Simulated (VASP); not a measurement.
Runs of VASP 6.6.1 on TiSi2. The structure is that of space group Fddd (No. 70), or close to it. The cells are those of the table. 

```csv
task,cell,gap on the mesh (eV),pressure (GPa),largest force (eV/Å)
single point,"a = 6.042, b = 4.980, c = 4.853 Å, angles 75.8, 53.0, 51.1°, 6 atoms",none,-9.1,0.16
single point,"a = 5.867, b = 4.843, c = 4.719 Å, angles 77.5, 54.2, 52.2°, 6 atoms",none,(a),0.27
electric field gradients,"a = 5.897, b = 4.864, c = 4.739 Å, angles 76.7, 53.6, 51.7°, 6 atoms",none,-1.6,0.21
electric field gradients,"a = 5.956, b = 4.905, c = 4.780 Å, angles 75.0, 52.5, 50.6°, 6 atoms",none,-1.6,0.21
electric field gradients,"a = 5.846, b = 4.818, c = 4.695 Å, angles 75.8, 53.0, 51.1°, 6 atoms",none,5.0,0.18
```

Alike in all rows: level PBEsol; potentials or basis VASP PAW PBE potentials, release 64 (Ti_sv, Si); no spin polarisation; k mesh 8 × 8 × 8; cutoff (eV) 520; smearing fermi-dirac 0.08 eV.

Q: Fill in the values left out.

A: (a) -1.4.

Caveats: the PAW data sets were made with another functional, which shifts forces and pressure a little; the cell stands under tension (at least some runs); the cell stands under pressure (at least some runs).

A gap of «none» marks levels without a gap at the run's occupations.
